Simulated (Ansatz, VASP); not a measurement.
One calculation of Al2Pt, two programs

```
Al Pt
1.0
     0.00000    2.91506    2.91506
     2.91506    0.00000    2.91506
     2.91506    2.91506    0.00000
Al Pt
2 1
Direct
  0.25000 0.25000 0.25000
  0.75000 0.75000 0.75000
  0.00000 0.00000 0.00000
```

Change from the starting cell: volume scaled by 0.96.

Alike in both runs: task single point; functional LDA; k mesh 12 × 12 × 12; occupations fermi-dirac, width 0.08 eV; no spin polarisation.

|  | VASP | Ansatz |
| --- | --- | --- |
| version | VASP 6.6.1 | Ansatz 0.2.0 |
| potentials or method | VASP PAW LDA potentials, release 64 (Al, Pt), cutoff 520 eV | all-electron LAPW, scalar-relativistic |

Ansatz gave:

* pressure (GPa): 1.8

Q: What did VASP give for the same quantities?

A: Pressure (GPa): 2.2.

LDA's correlation is that of Perdew and Zunger in VASP and of Perdew and Wang (1992) in Ansatz. Ansatz ran all-electron here, and VASP with PAW potentials.

Neither program's run includes spin-orbit coupling.
